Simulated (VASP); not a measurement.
# KCl (Pm-3m) in VASP: further runs, part 2 of 2

VASP 6.6.1. The steps go on from the part before.

**3. Relaxation of the atoms, PBE**

INCAR

```
SYSTEM = KCl
ALGO = Normal
EDIFF = 1E-7
EDIFFG = -0.02
ENCUT = 520
GGA = PE
IBRION = 2
ISIF = 2
ISMEAR = -1
LASPH = .TRUE.
LCHARG = .FALSE.
LREAL = .FALSE.
LWAVE = .FALSE.
NELM = 100
NSW = 80
PREC = Accurate
SIGMA = 0.02
```

KPOINTS

```
k-points
0
G
  8 8 8
  0 0 0
```

POSCAR

```
KCl
1.0
    3.6340000000      0.0000000000      0.0000000000
    0.0000000000      3.6340000000      0.0000000000
    0.0000000000      0.0000000000      3.6340000000
K Cl
1 1
Direct
    0.0000000000      0.0000000000      0.0000000000
    0.5000000000      0.5000000000      0.5000000000
```

Potentials or basis: VASP PAW PBE potentials, release 64 (K_sv, Cl).

On the command line:

```bash
cat potpaw_PBE.64/K_sv/POTCAR potpaw_PBE.64/Cl/POTCAR > POTCAR
mpirun -np 1 vasp_std > vasp.out
```

OUTCAR:

```text
SYSTEM = KCl
   EDIFF = 1E-7
   EDIFFG = -0.02
   ENCUT = 520
   GGA = PE
   IBRION = 2
   ISIF = 2
   ISMEAR = -1
   LASPH = .TRUE.
   LREAL = .FALSE.
   NELM = 100
   NSW = 80
   PREC = Accurate

 ion  position               nearest neighbor table
   1  0.000  0.000  0.000-   2 3.15   2 3.15   2 3.15   2 3.15   2 3.15   2 3.15   2 3.15   2 3.15

   2  0.500  0.500  0.500-   1 3.15   1 3.15   1 3.15   1 3.15   1 3.15   1 3.15   1 3.15   1 3.15

  LATTYP: Found a simple cubic cell.
 ALAT       =     3.6340000000

  Lattice vectors:

 A1 = (   3.6340000000,   0.0000000000,   0.0000000000)
 A2 = (   0.0000000000,   3.6340000000,   0.0000000000)
 A3 = (   0.0000000000,   0.0000000000,   3.6340000000)

Analysis of symmetry for initial positions (statically):
=====================================================================
 Subroutine PRICEL returns:
 Original cell was already a primitive cell.

 Routine SETGRP: Setting up the symmetry group for a
 simple cubic supercell.

 Subroutine GETGRP returns: Found 48 space group operations
 (whereof 48 operations were pure point group operations)
 out of a pool of 48 trial point group operations.

The static configuration has the point symmetry O_h .

Analysis of symmetry for dynamics (positions and initial velocities):
=====================================================================
 Subroutine PRICEL returns:
 Original cell was already a primitive cell.

 Routine SETGRP: Setting up the symmetry group for a
 simple cubic supercell.

 Subroutine GETGRP returns: Found 48 space group operations
 (whereof 48 operations were pure point group operations)
 out of a pool of 48 trial point group operations.

The dynamic configuration has the point symmetry O_h .

 Subroutine INISYM returns: Found 48 space group operations
 (whereof 48 operations are pure point group operations),
 and found     1 'primitive' translations

----------------------------------------------------------------------------------------

                                     Primitive cell

  volume of cell :      47.9904

  direct lattice vectors                    reciprocal lattice vectors
     3.634000000  0.000000000  0.000000000     0.275178866  0.000000000  0.000000000
     0.000000000  3.634000000  0.000000000     0.000000000  0.275178866  0.000000000
     0.000000000  0.000000000  3.634000000     0.000000000  0.000000000  0.275178866

  length of vectors
     3.634000000  3.634000000  3.634000000     0.275178866  0.275178866  0.275178866

  position of ions in fractional coordinates (direct lattice)
     0.000000000  0.000000000  0.000000000
     0.500000000  0.500000000  0.500000000

  ion indices of the primitive-cell ions
   primitive index   ion index
                 1           1
                 2           2

----------------------------------------------------------------------------------------

 KPOINTS: k-points

Automatic generation of k-mesh.
 Grid dimensions read from file:
 generate k-points for:    8    8    8

 Generating k-lattice:

  Cartesian coordinates                     Fractional coordinates (reciprocal lattice)
     0.034397358  0.000000000  0.000000000     0.125000000  0.000000000  0.000000000
     0.000000000  0.034397358  0.000000000     0.000000000  0.125000000  0.000000000
     0.000000000  0.000000000  0.034397358     0.000000000  0.000000000  0.125000000

  Length of vectors
     0.034397358  0.034397358  0.034397358

  Shift w.r.t. Gamma in fractional coordinates (k-lattice)
     0.000000000  0.000000000  0.000000000

 Subroutine IBZKPT returns following result:
 ===========================================

 Found     35 irreducible k-points:

 Following reciprocal coordinates:
            Coordinates               Weight
  0.000000  0.000000  0.000000      1.000000
  0.125000  0.000000  0.000000      6.000000
  0.250000  0.000000  0.000000      6.000000
  0.375000  0.000000  0.000000      6.000000
  0.500000  0.000000  0.000000      3.000000
  0.125000  0.125000  0.000000     12.000000
[... 16 lines left out ...]
  0.375000  0.375000  0.125000     24.000000
  0.500000  0.375000  0.125000     24.000000
 [... further k-points ...]
   k-points           NKPTS =     35   k-points in BZ     NKDIM =     35   number of bands    NBANDS=     12
   number of dos      NEDOS =    301   number of ions     NIONS =      2
   total plane-waves  NPLWV =  21952
   dimension x,y,z NGX =    28 NGY =   28 NGZ =   28
   dimension x,y,z NGXF=    56 NGYF=   56 NGZF=   56
   ions per type =               1   1
   NGX,Y,Z   is equivalent  to a cutoff of  12.81, 12.81, 12.81 a.u.
   NGXF,Y,Z  is equivalent  to a cutoff of  25.62, 25.62, 25.62 a.u.
 SYSTEM =  KCl
   PREC   = accura    normal or accurate (medium, high low for compatibility)
   ISTART =      0    job   : 0-new  1-cont  2-samecut
   ICHARG =      2    charge: 1-file 2-atom 10-const
   ISPIN  =      1    spin polarized calculation?
   LNONCOLLINEAR =      F non collinear calculations
   LSORBIT =      F    spin-orbit coupling
   LASPH  =      T    aspherical Exc in radial PAW
   ENCUT  =  520.0 eV  38.22 Ry    6.18 a.u.   6.76  6.76  6.76*2*pi/ulx,y,z
   NELM   =    100;   NELMIN=  2; NELMDL= -5     # of ELM steps
   EDIFF  = 0.1E-06   stopping-criterion for ELM
   LREAL  =      F    real-space projection
   EDIFFG = -.2E-01   stopping-criterion for IOM
   NSW    =     80    number of steps for IOM
   IBRION =      2    ionic relax: 0-MD 1-quasi-New 2-CG
   NFREE  =      1    steps in history (QN), initial steepest desc. (CG)
   ISIF   =      2    stress and relaxation
   ISYM   =      2    0-nonsym 1-usesym 2-fastsym
   POTIM  = 0.5000    time-step for ionic-motion
   TEBEG  =    0.0;   TEEND  =   0.0 temperature during run
   PSTRESS=    0.0 pullay stress
   NELECT =      16.0000    total number of electrons
   NUPDOWN=      -1.0000    fix difference up-down
   EMIN   =  10.00;   EMAX   =-10.00  energy-range for DOS
   EFERMI =   0.00;   METHOD = LEGACY
   ISMEAR =    -1;   SIGMA  =   0.02  broadening in eV -4-tet -1-fermi 0-gaus
   EFERMI_NEDOS =   21; number of points for ismear=-14 and -15
   IALGO  =     38    algorithm
   IMIX   =      4    mixing-type and parameters
     AMIX     =   0.40;   BMIX     =  1.00
     AMIX_MAG =   1.60;   BMIX_MAG =  1.00
  volume/ion in A,a.u.               =      24.00       161.93
  Fermi-wavevector in a.u.,A,eV,Ry     =   1.135176  2.145172 17.532804  1.288625
  Thomas-Fermi vector in A             =   2.271881
   LORBIT       =      0    0 simple, 1 ext, 2 COOP (PROOUT), +10 PAW based schemes
   GGA     = PE    functional components
   LHFCALC =     F    Hartree Fock is set to
   AEXX    =    0.0000 exact exchange contribution
   IVDW    =     0    specifies the selected vdW correction
   LEPSILON=     F    determine dielectric tensor
   LRPA    =     F    only Hartree local field effects (RPA)
 conjugate gradient relaxation of ions
 non-spin polarized calculation
  energy-cutoff  :      520.00
  volume of cell :       47.99
 maximum number of plane-waves:      1328
 NGX is ok and might be reduce to    28
   NGX = 13   NGY = 13   NGZ = 13

 number of electron      16.0000000 magnetization

 Free energy of the ion-electron system (eV)
  ---------------------------------------------------
  ext. energy  EPLUGINS =         0.00000000
  ---------------------------------------------------
  free energy    TOTEN  =        -6.55009735 eV

  energy without entropy =       -6.55009735  energy(sigma->0) =       -6.55009735

 E-fermi :   0.5343     XC(G=0):  -8.8091

 val. band max:        0.0673590825   @ k =   0.5000   0.5000   0.0000
 cond. band min:       5.6478712994   @ k =   0.0000   0.0000   0.0000
 fundamental gap:      5.5805122169
 Fermi energy:         0.5343309205

 k-point     1 :       0.0000    0.0000    0.0000
  band No.  band energies     occupation
      1     -27.7494      2.00000
      2     -12.8485      2.00000
      3     -11.0953      2.00000
      4     -11.0953      2.00000
      5     -11.0953      2.00000
      6      -0.1642      2.00000
      7      -0.1642      2.00000
      8      -0.1642      2.00000
      9       5.6479      0.00000
     10       6.4375      0.00000
     11       6.4375      0.00000
     12      11.1314      0.00000
[... 331 lines left out ...]
 k-point    24 :       0.5000    0.3750    0.1250
  band No.  band energies     occupation
      1     -27.6763      2.00000
      2     -12.5523      2.00000
      3     -11.3933      2.00000
      4     -11.3415      2.00000
      5     -11.0613      2.00000
      6      -1.5198      2.00000
      7      -1.2776      2.00000
      8      -0.2706      2.00000
      9       6.9219      0.00000
     10       8.1538      0.00000
     11       9.1994      0.00000
     12       9.3624      0.00000

 [... further k-points ...]
[... 5 lines left out ...]
  --------------------------------------------------------------------------------------
  -------------------------------------------------------------------------------------
  Total        1.3562044      1.3562044      1.3562044     -0.0000000      0.0000000      0.0000000
  in kB       45.2773450     45.2773450     45.2773450     -0.0000000      0.0000000      0.0000000
  external PRESSURE =      45.2773450 kB  Pullay stress =       0.0000000 kB

 VOLUME and BASIS-vectors are now :
 -----------------------------------------------------------------------------
  energy-cutoff  :      520.00
  volume of cell :       47.99
      direct lattice vectors                 reciprocal lattice vectors
     3.634000000  0.000000000  0.000000000     0.275178866  0.000000000  0.000000000
     0.000000000  3.634000000  0.000000000     0.000000000  0.275178866  0.000000000
     0.000000000  0.000000000  3.634000000     0.000000000  0.000000000  0.275178866

 POSITION                                       TOTAL-FORCE (eV/Angst)
 -----------------------------------------------------------------------------------
      0.00000      0.00000      0.00000         0.000000      0.000000      0.000000
      1.81700      1.81700      1.81700         0.000000      0.000000      0.000000
 -----------------------------------------------------------------------------------
    total drift:                               -0.000000      0.000000      0.000000

  FREE ENERGIE OF THE ION-ELECTRON SYSTEM (eV)
  ---------------------------------------------------
  free  energy   TOTEN  =        -6.5500973451 eV

  energy  without entropy=       -6.5500973451  energy(sigma->0) =       -6.55009735

 reached required accuracy - stopping structural energy minimisation
```

OSZICAR:

```text
N       E                     dE             d eps       ncg     rms          rms(c)
DAV:   1     0.108218386291E+03    0.10822E+03   -0.75983E+03   840   0.124E+03
DAV:   2    -0.147316614722E+01   -0.10969E+03   -0.10092E+03  1072   0.290E+02
DAV:   3    -0.666836733067E+01   -0.51952E+01   -0.51677E+01  1076   0.588E+01
DAV:   4    -0.683006863384E+01   -0.16170E+00   -0.16152E+00  1352   0.990E+00
DAV:   5    -0.683180602950E+01   -0.17374E-02   -0.17373E-02  1088   0.108E+00    0.368E+00
DAV:   6    -0.657798056044E+01    0.25383E+00   -0.44892E-01   984   0.420E+00    0.305E+00
DAV:   7    -0.654721551391E+01    0.30765E-01   -0.14065E-01  1040   0.257E+00    0.176E+00
DAV:   8    -0.654985373333E+01   -0.26382E-02   -0.20133E-02  1140   0.133E+00    0.205E-01
DAV:   9    -0.654991440164E+01   -0.60668E-04   -0.11993E-03  1096   0.240E-01    0.827E-02
DAV:  10    -0.655009205718E+01   -0.17766E-03   -0.21427E-04   988   0.160E-01    0.177E-02
DAV:  11    -0.655009630304E+01   -0.42459E-05   -0.85353E-06  1172   0.312E-02    0.981E-03
DAV:  12    -0.655009732446E+01   -0.10214E-05   -0.30179E-06  1036   0.169E-02    0.164E-03
DAV:  13    -0.655009734509E+01   -0.20627E-07   -0.25333E-07   988   0.564E-03
   1 F= -.65500973E+01 E0= -.65500973E+01  d E =-.655010E+01
```

CONTCAR:

```text
KCl
   1.00000000000000
     3.6339999999999999    0.0000000000000000    0.0000000000000000
     0.0000000000000000    3.6339999999999999    0.0000000000000000
     0.0000000000000000    0.0000000000000000    3.6339999999999999
  K               Cl
     1     1
Direct
     0.0000000000000000    0.0000000000000000    0.0000000000000000
     0.5000000000000000    0.5000000000000000    0.5000000000000000

  0.00000000E+00  0.00000000E+00  0.00000000E+00
  0.00000000E+00  0.00000000E+00  0.00000000E+00
```

It took 13 s on 1 thread of Intel Xeon Platinum 8259CL at 2.50GHz (Skylake/Cascade Lake), shared host; peak memory 0.16 GiB.

What came out:

```yaml
Free_energy: -6.5501 eV
Pressure_after_relaxing: 4.5 GPa
Band_gap_on_the_k_mesh: 5.58 eV (least direct gap 5.81 eV)
```

Final structure:
```
CELL_PARAMETERS angstrom
3.63400 0.00000 0.00000
0.00000 3.63400 0.00000
0.00000 0.00000 3.63400
ATOMIC_POSITIONS crystal
K 0.00000 0.00000 0.00000
Cl 0.50000 0.50000 0.50000
```

Caveat: the relaxation stopped at its first step, so nothing moved.
